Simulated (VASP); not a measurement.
Te2Mo:

```
CELL_PARAMETERS angstrom
3.54213 0.00000 0.00000
-1.77106 3.06757 0.00000
0.00000 0.00000 14.17664
ATOMIC_POSITIONS crystal
Te 0.33333 0.66667 0.62341
Te 0.66667 0.33333 0.12341
Te 0.33333 0.66667 0.87659
Te 0.66667 0.33333 0.37659
Mo 0.33333 0.66667 0.25000
Mo 0.66667 0.33333 0.75000
```

Base run:

```yaml
Program: VASP 6.6.1
Functional: r2SCAN
Potentials_or_basis: VASP PAW PBE potentials, release 64 (Te, Mo_sv)
Cutoff: 520 eV
k_mesh: 12 × 12 × 2
Occupations: gaussian, width 0.01 eV
Spin: no spin polarisation
```

Its results: band gap on the k mesh 0.93 eV, indirect (least direct gap 1.09 eV); pressure 1.3 GPa; largest force 0.008 eV/Å.

**Question.** The run is repeated on the same cell with these changes: functional from r2SCAN to PBE; occupations from gaussian, width 0.01 eV to fermi-dirac, width 0.02 eV. What comes out?

**Answer.** Band gap on the k mesh 0.82 eV, indirect (least direct gap 1.00 eV); pressure 1.9 GPa; largest force 0.213 eV/Å.

Caveats: spin-orbit coupling is left out, which moves the levels of the heavy elements; the PAW data sets were made with another functional, which shifts forces and pressure a little (some runs); this functional lacks dispersion, which binds the layers, so the pressure and a relaxed spacing across them are unreliable (some runs).

A k mesh can miss the band edges.
